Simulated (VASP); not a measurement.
# KTmI4 (R3m) in VASP: further runs

The runs below take KTmI4 through relaxation of cell and atoms, with PBE.

All numbers are computed with VASP 6.6.1; they aren't measurements. Logs are shortened: lines on timing, memory, paths and dates and some standing lists are left out, and cuts for length are marked.

## 1. The cell of the first run

It takes space group R3m (No. 160, trigonal). Conventional cell: a = 12.097 Å, b = 12.097 Å, c = 10.165 Å, α = 90.00°, β = 90.00°, γ = 120.00°. Within 4.5 Å of K (site symmetry 3m) lie 4 I at 3.42 to 3.64 Å and 1 Tm at 3.89 Å. Tm (site symmetry 3m) has 4 I at 2.84 to 2.85 Å within 3.7 Å. I (site symmetry m) has 1 Tm at 2.84 Å and 1 K at 3.64 Å within 3.7 Å. Within 3.8 Å of I (site symmetry 3m) lie 1 Tm at 2.85 Å and 1 K at 3.42 Å.

The cell was generated, and may not be a known phase.

## 2. Relaxation of cell and atoms, PBE

INCAR reads:

```
ALGO = Normal ; EDIFF = 1E-7
EDIFFG = -0.01 ; ENCUT = 500
GGA = PE ; GGA_COMPAT = False
IBRION = 2 ; ISIF = 3
ISMEAR = 0 ; LASPH = True
LCHARG = False ; LMAXMIX = 6
LREAL = False ; LWAVE = False
NELM = 200 ; NELMIN = 4
NSW = 100 ; PREC = Accurate
SIGMA = 0.02
```

KPOINTS reads:

```
k-points
0
Gamma
  3 3 3
```

POSCAR reads:

```
KTmI4
1.0
    6.0486668524      3.4921994355      3.3884377624
   -6.0486668524      3.4921994355      3.3884377624
    0.0000000000     -6.9843988709      3.3884377624
K Tm I
1 1 4
Direct
    0.2223043849      0.2223043849      0.2223043849
    0.8396853248      0.8396853248      0.8396853248
    0.8441472578      0.2071681312      0.8441472578
    0.8441472578      0.8441472578      0.2071681312
    0.2071681312      0.8441472578      0.8441472578
    0.5591957634      0.5591957634      0.5591957634
```

Potentials or basis: VASP PAW PBE potentials, release 64 (K_sv, Tm_3, I), 4f in core.

Command:

```console
> cat potpaw_PBE.64/K_sv/POTCAR potpaw_PBE.64/Tm_3/POTCAR potpaw_PBE.64/I/POTCAR > POTCAR
> mpirun -np 1 vasp_std > vasp.out
```

OUTCAR:

```text
EDIFF = 1E-7
   EDIFFG = -0.01
   ENCUT = 500
   GGA = PE
   IBRION = 2
   ISIF = 3
   ISMEAR = 0
   LASPH = True
   LREAL = False
   NELM = 200
   NELMIN = 4
   NSW = 100
   PREC = Accurate

 ion  position               nearest neighbor table
   1  0.222  0.222  0.222-   6 3.42   5 3.64   3 3.64   4 3.64
   2  0.840  0.840  0.840-   4 2.84   3 2.84   5 2.84   6 2.85
   3  0.844  0.207  0.844-   2 2.84   1 3.64
   4  0.844  0.844  0.207-   2 2.84   1 3.64
   5  0.207  0.844  0.844-   2 2.84   1 3.64
   6  0.559  0.559  0.559-   2 2.85   1 3.42

  LATTYP: Found a trigonal (rhomboedric) cell.
 ALAT       =     7.7629464804
 COS(alpha) =    -0.2142165326

  Lattice vectors:

 A1 = (   6.0486668524,   3.4921994355,   3.3884377624)
 A2 = (  -6.0486668524,   3.4921994355,   3.3884377624)
 A3 = (   0.0000000000,  -6.9843988709,   3.3884377624)

Analysis of symmetry for initial positions (statically):
=====================================================================
 Subroutine PRICEL returns:
 Original cell was already a primitive cell.

 Routine SETGRP: Setting up the symmetry group for a
 trigonal (rhombohedral) supercell.

 Subroutine GETGRP returns: Found  6 space group operations
 (whereof  6 operations were pure point group operations)
 out of a pool of 12 trial point group operations.

The static configuration has the point symmetry C_3v.

Analysis of symmetry for dynamics (positions and initial velocities):
=====================================================================
 Subroutine PRICEL returns:
 Original cell was already a primitive cell.

 Routine SETGRP: Setting up the symmetry group for a
 trigonal (rhombohedral) supercell.

 Subroutine GETGRP returns: Found  6 space group operations
 (whereof  6 operations were pure point group operations)
 out of a pool of 12 trial point group operations.

The dynamic configuration has the point symmetry C_3v.

 Subroutine INISYM returns: Found  6 space group operations
 (whereof  6 operations are pure point group operations),
 and found     1 'primitive' translations

----------------------------------------------------------------------------------------

                                     Primitive cell

  volume of cell :     429.4469

  direct lattice vectors                    reciprocal lattice vectors
     6.048666852  3.492199435  3.388437762     0.082662843  0.047725415  0.098373751
    -6.048666852  3.492199435  3.388437762    -0.082662843  0.047725415  0.098373751
     0.000000000 -6.984398871  3.388437762     0.000000000 -0.095450830  0.098373751

  length of vectors
     7.762946480  7.762946480  7.762946480     0.137070259  0.137070259  0.137070259

  position of ions in fractional coordinates (direct lattice)
     0.222304385  0.222304385  0.222304385
     0.839685325  0.839685325  0.839685325
     0.844147258  0.207168131  0.844147258
     0.844147258  0.844147258  0.207168131
     0.207168131  0.844147258  0.844147258
     0.559195763  0.559195763  0.559195763

  ion indices of the primitive-cell ions
   primitive index   ion index
                 1           1
                 2           2
                 3           3
                 4           4
                 5           5
                 6           6

----------------------------------------------------------------------------------------

 KPOINTS: k-points

Automatic generation of k-mesh.
 Grid dimensions read from file:
 generate k-points for:    3    3    3

 Generating k-lattice:

  Cartesian coordinates                     Fractional coordinates (reciprocal lattice)
     0.027554281  0.015908472  0.032791250     0.333333333  0.000000000 -0.000000000
    -0.027554281  0.015908472  0.032791250     0.000000000  0.333333333 -0.000000000
     0.000000000 -0.031816943  0.032791250     0.000000000  0.000000000  0.333333333

  Length of vectors
     0.045690086  0.045690086  0.045690086

  Shift w.r.t. Gamma in fractional coordinates (k-lattice)
     0.000000000  0.000000000  0.000000000

 Subroutine IBZKPT returns following result:
 ===========================================

 Found      6 irreducible k-points:

 Following reciprocal coordinates:
            Coordinates               Weight
  0.000000  0.000000  0.000000      1.000000
  0.333333  0.000000 -0.000000      6.000000
  0.333333  0.333333 -0.000000      6.000000
 -0.333333  0.333333  0.000000      6.000000
  0.333333  0.333333  0.333333      2.000000
 -0.333333  0.333333  0.333333      6.000000
   k-points           NKPTS =      6   k-points in BZ     NKDIM =      6   number of bands    NBANDS=     27
   number of dos      NEDOS =    301   number of ions     NIONS =      6
   total plane-waves  NPLWV = 216000
   dimension x,y,z NGX =    60 NGY =   60 NGZ =   60
   dimension x,y,z NGXF=   120 NGYF=  120 NGZF=  120
   ions per type =               1   1   4
   NGX,Y,Z   is equivalent  to a cutoff of  12.85, 12.85, 12.85 a.u.
   NGXF,Y,Z  is equivalent  to a cutoff of  25.70, 25.70, 25.70 a.u.
 SYSTEM =  unknown system
   PREC   = accura    normal or accurate (medium, high low for compatibility)
   ISTART =      0    job   : 0-new  1-cont  2-samecut
   ICHARG =      2    charge: 1-file 2-atom 10-const
   ISPIN  =      1    spin polarized calculation?
   LNONCOLLINEAR =      F non collinear calculations
   LSORBIT =      F    spin-orbit coupling
   LASPH  =      T    aspherical Exc in radial PAW
   ENCUT  =  500.0 eV  36.75 Ry    6.06 a.u.  14.15 14.15 14.15*2*pi/ulx,y,z
   NELM   =    200;   NELMIN=  4; NELMDL= -5     # of ELM steps
   EDIFF  = 0.1E-06   stopping-criterion for ELM
   LREAL  =      F    real-space projection
   EDIFFG = -.1E-01   stopping-criterion for IOM
   NSW    =    100    number of steps for IOM
   IBRION =      2    ionic relax: 0-MD 1-quasi-New 2-CG
   NFREE  =      1    steps in history (QN), initial steepest desc. (CG)
   ISIF   =      3    stress and relaxation
   ISYM   =      2    0-nonsym 1-usesym 2-fastsym
   POTIM  = 0.5000    time-step for ionic-motion
   TEBEG  =    0.0;   TEEND  =   0.0 temperature during run
   PSTRESS=    0.0 pullay stress
   NELECT =      46.0000    total number of electrons
   NUPDOWN=      -1.0000    fix difference up-down
   EMIN   =  10.00;   EMAX   =-10.00  energy-range for DOS
   EFERMI =   0.00;   METHOD = LEGACY
   ISMEAR =     0;   SIGMA  =   0.02  broadening in eV -4-tet -1-fermi 0-gaus
   EFERMI_NEDOS =   21; number of points for ismear=-14 and -15
   IALGO  =     38    algorithm
   IMIX   =      4    mixing-type and parameters
     AMIX     =   0.40;   BMIX     =  1.00
     AMIX_MAG =   1.60;   BMIX_MAG =  1.00
  volume/ion in A,a.u.               =      71.57       483.01
  Fermi-wavevector in a.u.,A,eV,Ry     =   0.777483  1.469230  8.224449  0.604480
  Thomas-Fermi vector in A             =   1.880180
   LORBIT       =      0    0 simple, 1 ext, 2 COOP (PROOUT), +10 PAW based schemes
   GGA     = PE    functional components
   LHFCALC =     F    Hartree Fock is set to
   AEXX    =    0.0000 exact exchange contribution
   IVDW    =     0    specifies the selected vdW correction
   LEPSILON=     F    determine dielectric tensor
   LRPA    =     F    only Hartree local field effects (RPA)
 conjugate gradient relaxation of ions
 non-spin polarized calculation
 Gauss-broadening in eV      SIGMA  =   0.02
  energy-cutoff  :      500.00
  volume of cell :      429.45
 maximum number of plane-waves:     10934
 NGX is ok and might be reduce to    60
   NGX = 29   NGY = 29   NGZ = 29

--------------------------------------- Ionic step        1  -------------------------------------------

 number of electron      45.9999998 magnetization

 Free energy of the ion-electron system (eV)
  ---------------------------------------------------
  ext. energy  EPLUGINS =         0.00000000
  ---------------------------------------------------
  free energy    TOTEN  =       -19.28326919 eV

  energy without entropy =      -19.28326919  energy(sigma->0) =      -19.28326919

------------------------ aborting loop because EDIFF is reached ----------------------------------------

  FORCE on cell =-STRESS in cart. coord.  units (eV):
  Direction    XX          YY          ZZ          XY          YZ          ZX
  --------------------------------------------------------------------------------------
  -------------------------------------------------------------------------------------
  Total        0.1612376      0.1612376      0.1755009     -0.0000000      0.0000000      0.0000000
  in kB        0.6015439      0.6015439      0.6547573     -0.0000000      0.0000000      0.0000000
  external PRESSURE =       0.6192817 kB  Pullay stress =       0.0000000 kB

 VOLUME and BASIS-vectors are now :
 -----------------------------------------------------------------------------
  energy-cutoff  :      500.00
  volume of cell :      429.45
      direct lattice vectors                 reciprocal lattice vectors
     6.048666852  3.492199435  3.388437762     0.082662843  0.047725415  0.098373751
    -6.048666852  3.492199435  3.388437762    -0.082662843  0.047725415  0.098373751
     0.000000000 -6.984398871  3.388437762     0.000000000 -0.095450830  0.098373751

 POSITION                                       TOTAL-FORCE (eV/Angst)
 -----------------------------------------------------------------------------------
      0.00000      0.00000      2.25979         0.000000      0.000000      0.007660
      0.00000      0.00000      8.53566         0.000000     -0.000000     -0.014802
      3.85287     -2.22446      6.42266        -0.023683      0.013673      0.011463
      0.00000      4.44892      6.42266         0.000000     -0.027347      0.011463
     -3.85287     -2.22446      6.42266         0.023683      0.013673      0.011463
      0.00000      0.00000      5.68440         0.000000     -0.000000     -0.027246
 -----------------------------------------------------------------------------------
    total drift:                               -0.000000      0.000000      0.000500
[... 30 lines left out ...]
 POSITION                                       TOTAL-FORCE (eV/Angst)
 -----------------------------------------------------------------------------------
      0.00000      0.00000      2.26335         0.000000      0.000000      0.002565
      0.00000      0.00000      8.54699         0.000000      0.000000      0.006707
      3.85673     -2.22668      6.43227         0.010441     -0.006028     -0.004568
      0.00000      4.45336      6.43227        -0.000000      0.012056     -0.004568
     -3.85673     -2.22668      6.43227        -0.010441     -0.006028     -0.004568
      0.00000      0.00000      5.69111         0.000000      0.000000      0.004433
 -----------------------------------------------------------------------------------
    total drift:                               -0.000000      0.000000      0.000548

  FREE ENERGIE OF THE ION-ELECTRON SYSTEM (eV)
  ---------------------------------------------------
  free  energy   TOTEN  =       -19.2836375184 eV

  energy  without entropy=      -19.2836375184  energy(sigma->0) =      -19.28363752

--------------------------------------- Ionic step        3  -------------------------------------------

 number of electron      45.9999998 magnetization

 Free energy of the ion-electron system (eV)
  ---------------------------------------------------
  ext. energy  EPLUGINS =         0.00000000
  ---------------------------------------------------
  free energy    TOTEN  =       -19.28364265 eV

  energy without entropy =      -19.28364265  energy(sigma->0) =      -19.28364265

 E-fermi :  -1.8658     XC(G=0):  -5.5209

 val. band max:       -2.0530463329   @ k =  -0.3333   0.3333   0.3333
 cond. band min:       1.7826734821   @ k =   0.0000   0.0000   0.0000
 fundamental gap:      3.8357198150
 Fermi energy:        -1.8658092324

 k-point     1 :       0.0000    0.0000    0.0000
  band No.  band energies     occupation
      1     -31.4813      2.00000
      2     -26.5814      2.00000
      3     -26.5814      2.00000
      4     -26.5682      2.00000
      5     -14.9728      2.00000
      6     -14.9647      2.00000
[... 19 lines left out ...]
     26       2.1336      0.00000
     27       2.1727      0.00000
[... 161 lines left out ...]
 VOLUME and BASIS-vectors are now :
 -----------------------------------------------------------------------------
  energy-cutoff  :      500.00
  volume of cell :      430.99
      direct lattice vectors                 reciprocal lattice vectors
     6.055711309  3.496266554  3.392733130     0.082566684  0.047669897  0.098249205
    -6.055711309  3.496266554  3.392733130    -0.082566684  0.047669897  0.098249205
     0.000000000 -6.992533108  3.392733130     0.000000000 -0.095339794  0.098249205

 POSITION                                       TOTAL-FORCE (eV/Angst)
 -----------------------------------------------------------------------------------
      0.00000      0.00000      2.26299        -0.000000      0.000000      0.003173
      0.00000      0.00000      8.54584        -0.000000      0.000000      0.004545
      3.85633     -2.22646      6.43130         0.006933     -0.004003     -0.002933
      0.00000      4.45291      6.43130        -0.000000      0.008006     -0.002933
     -3.85633     -2.22646      6.43130        -0.006933     -0.004003     -0.002933
      0.00000      0.00000      5.69042        -0.000000      0.000000      0.001080
 -----------------------------------------------------------------------------------
    total drift:                                0.000000      0.000000      0.000616

  FREE ENERGIE OF THE ION-ELECTRON SYSTEM (eV)
  ---------------------------------------------------
  free  energy   TOTEN  =       -19.2836426540 eV

  energy  without entropy=      -19.2836426540  energy(sigma->0) =      -19.28364265

 reached required accuracy - stopping structural energy minimisation
```

It took 1.9 min on 1 thread of Intel Xeon 6975P-C (Granite Rapids), shared host; peak memory 0.57 GiB.

Results:

| Quantity | Value |
| --- | --- |
| Free energy | -19.2836 eV |
| Relaxed volume | 71.83 Å³/atom |
| Relaxed cell | a = 7.772 Å, b = 7.772 Å, c = 7.772 Å, α = 102.37°, β = 102.37°, γ = 102.37° |
| Space group after relaxing (to 0.1 Å) | R3m (No. 160) |
| Energy gained by relaxing | 0.1 meV/atom |
| Ionic steps | 3 |
| Pressure after relaxing | 0.0 GPa |
| Largest force after relaxing | 0.009 eV/Å |
| Band gap on the k mesh | 3.84 eV (least direct gap 4.06 eV) |

Forces on the atoms (eV/Å):
```
K    0.000  0.000  0.003
Tm   0.000  0.000  0.005
I    0.007 -0.004 -0.003
I    0.000  0.008 -0.003
I   -0.007 -0.004 -0.003
I    0.000  0.000  0.001
```

The path:
| step | energy change (eV) | largest force (eV/Å) | pressure (GPa) | volume (Å³) |
| --- | --- | --- | --- | --- |
| 1 | 0.0000 | 0.0297 | 0.06 | 429.45 |
| 2 | -0.0004 | 0.0129 | 0.00 | 431.17 |
| 3 | -0.0004 | 0.0085 | 0.00 | 430.99 |

Final structure:
```
K Tm I
1.0
     6.05571    3.49627    3.39273
    -6.05571    3.49627    3.39273
     0.00000   -6.99253    3.39273
K Tm I
1 1 4
Cartesian
  0.0000 0.0000 2.2630
  0.0000 0.0000 8.5458
  3.8563 -2.2265 6.4313
  0.0000 4.4529 6.4313
  -3.8563 -2.2265 6.4313
  0.0000 0.0000 5.6904
```

Levels at points of the mesh, in eV from the valence-band top:
| k point | band 21 | band 22 | band 23 | band 24 | band 25 | band 26 |
| --- | --- | --- | --- | --- | --- | --- |
| (0.00, 0.00, 0.00) | -0.42 | -0.42 | -0.23 | 3.84 | 4.19 | 4.19 |

Caveat: spin-orbit coupling is left out, which moves the levels of the heavy elements; the 4f electrons are frozen in the core, so they carry no moment and show no levels.

[end of part 1 of 2]
